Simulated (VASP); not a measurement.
# Os (Fm-3m) in VASP: notebook

Os is run at these levels: PBE; tasks: electric field gradients.

Program: VASP 6.6.1. These are calculated values, not measurements. Logs are shortened: lines on timing, memory, paths and dates and some standing lists are left out, and cuts for length are marked.

## Step 1: The cell of the first run

Symmetry: Fm-3m, No. 225, cubic system. Conventional cell: a = 3.851 Å, b = 3.851 Å, c = 3.851 Å, α = 90.00°, β = 90.00°, γ = 90.00°. Os (site symmetry m-3m) has 12 Os at 2.72 Å within 3.6 Å.

This isn't the form of Os at room conditions, which is hcp.

## Step 2: Electric field gradients, PBE (14.27 Å³/atom)

INCAR reads:

```
ALGO = Normal
EDIFF = 1E-8
ENCUT = 520
GGA = PE
ISIF = 2
ISMEAR = -1
LASPH = True
LCHARG = False
LEFG = True
LREAL = False
LWAVE = False
NBANDS = 10
NELM = 80
PREC = Accurate
SIGMA = 0.03
```

KPOINTS reads:

```
k-points
0
Gamma
  14 14 14
```

POSCAR reads:

```
Os
1.0
    0.0000000000      1.9253521920      1.9253521920
    1.9253521920      0.0000000000      1.9253521920
    1.9253521920      1.9253521920      0.0000000000
Os
1
Direct
    0.0000000000      0.0000000000      0.0000000000
```

Potentials or basis: VASP PAW PBE potentials, release 64 (Os).

On the command line:

```sh
cat potpaw_PBE.64/Os/POTCAR > POTCAR
mpirun -np 1 vasp_std > vasp.out
```

OUTCAR:

```text
EDIFF = 1E-8
   ENCUT = 520
   GGA = PE
   ISIF = 2
   ISMEAR = -1
   LASPH = True
   LREAL = False
   NELM = 80
   PREC = Accurate

 ion  position               nearest neighbor table
   1  0.000  0.000  0.000-

  LATTYP: Found a face centered cubic cell.
 ALAT       =     3.8507043840

  Lattice vectors:

 A1 = (   0.0000000000,   1.9253521920,   1.9253521920)
 A2 = (   1.9253521920,   0.0000000000,   1.9253521920)
 A3 = (   1.9253521920,   1.9253521920,   0.0000000000)

Analysis of symmetry for initial positions (statically):
=====================================================================
 Subroutine PRICEL returns:
 Original cell was already a primitive cell.

 Routine SETGRP: Setting up the symmetry group for a
 face centered cubic supercell.

 Subroutine GETGRP returns: Found 48 space group operations
 (whereof 48 operations were pure point group operations)
 out of a pool of 48 trial point group operations.

The static configuration has the point symmetry O_h .

Analysis of symmetry for dynamics (positions and initial velocities):
=====================================================================
 Subroutine PRICEL returns:
 Original cell was already a primitive cell.

 Routine SETGRP: Setting up the symmetry group for a
 face centered cubic supercell.

 Subroutine GETGRP returns: Found 48 space group operations
 (whereof 48 operations were pure point group operations)
 out of a pool of 48 trial point group operations.

The dynamic configuration has the point symmetry O_h .

 Subroutine INISYM returns: Found 48 space group operations
 (whereof 48 operations are pure point group operations),
 and found     1 'primitive' translations

----------------------------------------------------------------------------------------

                                     Primitive cell

  volume of cell :      14.2745

  direct lattice vectors                    reciprocal lattice vectors
     0.000000000  1.925352192  1.925352192    -0.259692747  0.259692747  0.259692747
     1.925352192  0.000000000  1.925352192     0.259692747 -0.259692747  0.259692747
     1.925352192  1.925352192  0.000000000     0.259692747  0.259692747 -0.259692747

  length of vectors
     2.722859182  2.722859182  2.722859182     0.449801032  0.449801032  0.449801032

  position of ions in fractional coordinates (direct lattice)
     0.000000000  0.000000000  0.000000000

  ion indices of the primitive-cell ions
   primitive index   ion index
                 1           1

----------------------------------------------------------------------------------------

 KPOINTS: k-points

Automatic generation of k-mesh.
 Grid dimensions read from file:
 generate k-points for:   14   14   14

 Generating k-lattice:

  Cartesian coordinates                     Fractional coordinates (reciprocal lattice)
    -0.018549482  0.018549482  0.018549482     0.071428571  0.000000000  0.000000000
     0.018549482 -0.018549482  0.018549482     0.000000000  0.071428571  0.000000000
     0.018549482  0.018549482 -0.018549482     0.000000000  0.000000000  0.071428571

  Length of vectors
     0.032128645  0.032128645  0.032128645

  Shift w.r.t. Gamma in fractional coordinates (k-lattice)
     0.000000000  0.000000000  0.000000000

 Subroutine IBZKPT returns following result:
 ===========================================

 Found    104 irreducible k-points:

 Following reciprocal coordinates:
            Coordinates               Weight
  0.000000  0.000000  0.000000      1.000000
  0.071429  0.000000  0.000000      8.000000
  0.142857  0.000000  0.000000      8.000000
  0.214286  0.000000  0.000000      8.000000
  0.285714  0.000000  0.000000      8.000000
  0.357143  0.000000  0.000000      8.000000
[... 16 lines left out ...]
  0.214286  0.142857  0.000000     24.000000
  0.285714  0.142857  0.000000     24.000000
 [... further k-points ...]
   k-points           NKPTS =    104   k-points in BZ     NKDIM =    104   number of bands    NBANDS=     10
   number of dos      NEDOS =    301   number of ions     NIONS =      1
   total plane-waves  NPLWV =   8000
   dimension x,y,z NGX =    20 NGY =   20 NGZ =   20
   dimension x,y,z NGXF=    40 NGYF=   40 NGZF=   40
   ions per type =               1
   NGX,Y,Z   is equivalent  to a cutoff of  12.21, 12.21, 12.21 a.u.
   NGXF,Y,Z  is equivalent  to a cutoff of  24.42, 24.42, 24.42 a.u.
 SYSTEM =  unknown system
   PREC   = accura    normal or accurate (medium, high low for compatibility)
   ISTART =      0    job   : 0-new  1-cont  2-samecut
   ICHARG =      2    charge: 1-file 2-atom 10-const
   ISPIN  =      1    spin polarized calculation?
   LNONCOLLINEAR =      F non collinear calculations
   LSORBIT =      F    spin-orbit coupling
   LASPH  =      T    aspherical Exc in radial PAW
   ENCUT  =  520.0 eV  38.22 Ry    6.18 a.u.   5.06  5.06  5.06*2*pi/ulx,y,z
   NELM   =     80;   NELMIN=  2; NELMDL= -5     # of ELM steps
   EDIFF  = 0.1E-07   stopping-criterion for ELM
   LREAL  =      F    real-space projection
   EDIFFG = 0.1E-06   stopping-criterion for IOM
   NSW    =      0    number of steps for IOM
   IBRION =     -1    ionic relax: 0-MD 1-quasi-New 2-CG
   NFREE  =      0    steps in history (QN), initial steepest desc. (CG)
   ISIF   =      2    stress and relaxation
   ISYM   =      2    0-nonsym 1-usesym 2-fastsym
   POTIM  = 0.5000    time-step for ionic-motion
   TEBEG  =    0.0;   TEEND  =   0.0 temperature during run
   PSTRESS=    0.0 pullay stress
   NELECT =       8.0000    total number of electrons
   NUPDOWN=      -1.0000    fix difference up-down
   EMIN   =  10.00;   EMAX   =-10.00  energy-range for DOS
   EFERMI =   0.00;   METHOD = LEGACY
   ISMEAR =    -1;   SIGMA  =   0.03  broadening in eV -4-tet -1-fermi 0-gaus
   EFERMI_NEDOS =   21; number of points for ismear=-14 and -15
   IALGO  =     38    algorithm
   IMIX   =      4    mixing-type and parameters
     AMIX     =   0.40;   BMIX     =  1.00
     AMIX_MAG =   1.60;   BMIX_MAG =  1.00
  volume/ion in A,a.u.               =      14.27        96.33
  Fermi-wavevector in a.u.,A,eV,Ry     =   1.349744  2.550646 24.787204  1.821808
  Thomas-Fermi vector in A             =   2.477305
   LORBIT       =      0    0 simple, 1 ext, 2 COOP (PROOUT), +10 PAW based schemes
   GGA     = PE    functional components
   LHFCALC =     F    Hartree Fock is set to
   AEXX    =    0.0000 exact exchange contribution
   IVDW    =     0    specifies the selected vdW correction
   LEPSILON=     F    determine dielectric tensor
   LRPA    =     F    only Hartree local field effects (RPA)
 non-spin polarized calculation
  energy-cutoff  :      520.00
  volume of cell :       14.27
 maximum number of plane-waves:       393
   NGX = 11   NGY = 11   NGZ = 11

 number of electron       8.0000000 magnetization

 Free energy of the ion-electron system (eV)
  ---------------------------------------------------
  ext. energy  EPLUGINS =         0.00000000
  ---------------------------------------------------
  free energy    TOTEN  =       -11.10383371 eV

  energy without entropy =      -11.09927717  energy(sigma->0) =      -11.10155544

 E-fermi :   9.0000     XC(G=0): -13.9407

 val. band max:        8.9870348247   @ k =  -0.3571   0.3571   0.0000
 cond. band min:       9.0018593842   @ k =  -0.4286   0.3571   0.1429
 fundamental gap:      0.0148245594
 Fermi energy:         8.9999870639

 k-point     1 :       0.0000    0.0000    0.0000
  band No.  band energies     occupation
      1      -1.5976      2.00000
      2       6.1299      2.00000
      3       6.1299      2.00000
      4       6.1299      2.00000
      5       9.0857      0.10864
      6       9.0857      0.10864
      7      23.3149      0.00000
      8      29.0109      0.00000
      9      29.0109      0.00000
     10      29.0109      0.00000

 k-point     2 :       0.0714    0.0000    0.0000
  band No.  band energies     occupation
      1      -1.3644      2.00000
      2       5.9906      2.00000
      3       6.2349      2.00000
      4       6.2349      2.00000
      5       9.0114      0.81160
      6       9.0114      0.81160
      7      23.7461      0.00000
      8      27.8747      0.00000
      9      29.4229      0.00000
     10      29.4229      0.00000

 k-point     3 :       0.1429    0.0000    0.0000
  band No.  band energies     occupation
      1      -0.7080      2.00000
      2       5.6711      2.00000
      3       6.4778      2.00000
      4       6.4778      2.00000
      5       8.8915      1.94768
      6       8.8915      1.94768
      7      24.8041      0.00000
      8      26.0654      0.00000
      9      30.6016      0.00000
     10      30.6016      0.00000

 k-point     4 :       0.2143    0.0000    0.0000
  band No.  band energies     occupation
      1       0.2119      2.00000
      2       5.4362      2.00000
      3       6.6250      2.00000
      4       6.6250      2.00000
      5       9.0205      0.67062
      6       9.0205      0.67062
      7      23.9906      0.00000
      8      26.3138      0.00000
      9      32.3824      0.00000
     10      32.3824      0.00000
[... 222 lines left out ...]
 k-point    22 :       0.1429    0.1429    0.0000
  band No.  band energies     occupation
      1      -0.4032      2.00000
      2       5.2012      2.00000
      3       6.8597      2.00000
      4       6.8597      2.00000
      5       7.9892      2.00000
      6       9.4662      0.00000
      7      25.5062      0.00000
      8      27.3454      0.00000
      9      29.4425      0.00000
     10      29.4425      0.00000

 k-point    23 :       0.2143    0.1429    0.0000
  band No.  band energies     occupation
      1       0.3175      2.00000
      2       4.8197      2.00000
      3       6.9686      2.00000
      4       7.1998      2.00000
      5       7.9013      2.00000
      6       9.6824      0.00000
      7      26.2096      0.00000
      8      26.7577      0.00000
      9      29.6609      0.00000
     10      30.2073      0.00000

 k-point    24 :       0.2857    0.1429    0.0000
  band No.  band energies     occupation
      1       1.2206      2.00000
      2       4.6086      2.00000
      3       6.4674      2.00000
      4       7.3252      2.00000
      5       8.7552      1.99943
      6      10.1281      0.00000
      7      24.4856      0.00000
      8      27.5069      0.00000
      9      29.8173      0.00000
     10      30.5339      0.00000

 [... further k-points ...]

------------------------ aborting loop because EDIFF is reached ----------------------------------------

  FORCE on cell =-STRESS in cart. coord.  units (eV):
  Direction    XX          YY          ZZ          XY          YZ          ZX
  --------------------------------------------------------------------------------------
  -------------------------------------------------------------------------------------
  Total        0.1586848      0.1586848      0.1586848      0.0000000     -0.0000000      0.0000000
  in kB       17.8108834     17.8108834     17.8108834      0.0000000     -0.0000000      0.0000000
  external PRESSURE =      17.8108834 kB  Pullay stress =       0.0000000 kB

 VOLUME and BASIS-vectors are now :
 -----------------------------------------------------------------------------
  energy-cutoff  :      520.00
  volume of cell :       14.27
      direct lattice vectors                 reciprocal lattice vectors
     0.000000000  1.925352192  1.925352192    -0.259692747  0.259692747  0.259692747
     1.925352192  0.000000000  1.925352192     0.259692747 -0.259692747  0.259692747
     1.925352192  1.925352192  0.000000000     0.259692747  0.259692747 -0.259692747

 POSITION                                       TOTAL-FORCE (eV/Angst)
 -----------------------------------------------------------------------------------
      0.00000      0.00000      0.00000         0.000000      0.000000      0.000000
 -----------------------------------------------------------------------------------
    total drift:                               -0.000000     -0.000000     -0.000000

  FREE ENERGIE OF THE ION-ELECTRON SYSTEM (eV)
  ---------------------------------------------------
  free  energy   TOTEN  =       -11.1038337059 eV

  energy  without entropy=      -11.0992771698  energy(sigma->0) =      -11.10155544

 Electric field gradients (V/A^2)
---------------------------------------------------------------------
 ion       V_xx      V_yy      V_zz      V_xy      V_xz      V_yz
---------------------------------------------------------------------
   1      -0.000    -0.000     0.000    -0.000    -0.000    -0.000
---------------------------------------------------------------------

 Electric field gradients after diagonalization (V/A^2)
 (convention: |V_zz| > |V_xx| > |V_yy|)
----------------------------------------------------------------------
 ion       V_xx      V_yy      V_zz     asymmetry (V_yy - V_xx)/ V_zz
----------------------------------------------------------------------
   1       0.000     0.000    -0.000       0.000
----------------------------------------------------------------------

           NMR quadrupolar parameters

 Cq : quadrupolar parameter    Cq=e*Q*V_zz/h
 eta: asymmetry parameters     (V_yy - V_xx)/ V_zz
 Q  : nuclear electric quadrupole moment in mb (millibarn)
----------------------------------------------------------------------
 ion       Cq(MHz)       eta       Q (mb)
----------------------------------------------------------------------
   1      -0.000       0.000       1.000
----------------------------------------------------------------------
```

It took 21 s on 1 thread of AMD EPYC 7R13, shared host; peak memory 0.11 GiB.

What came out:

```yaml
Free_energy: -11.1038 eV
Pressure: 1.8 GPa
Band_gap_on_the_k_mesh: zero (bands 4 and 5 overlap by 3.64 eV)
Largest_electric_field_gradient_by_atom: zero within the noise of the run
```

Levels at points of the mesh, in eV from the Fermi level:
| k point | band 1 | band 2 | band 3 | band 4 | band 5 | band 6 | band 7 | band 8 | band 9 |
| --- | --- | --- | --- | --- | --- | --- | --- | --- | --- |
| (0.00, 0.00, 0.00) | -10.60 | -2.87 | -2.87 | -2.87 | 0.09 | 0.09 | 14.31 | 20.01 | 20.01 |
| (0.50, 0.00, 0.00) | -7.48 | -3.03 | -3.03 | -0.17 | 2.43 | 2.43 | 8.81 | 13.84 | 20.24 |
| (0.50, 0.50, 0.00) | -7.35 | -6.65 | 2.36 | 2.39 | 3.10 | 3.10 | 12.03 | 12.20 | 12.20 |

Caveat: spin-orbit coupling is left out, which moves the levels of the heavy elements.

(Part 1 of 2 ends here.)
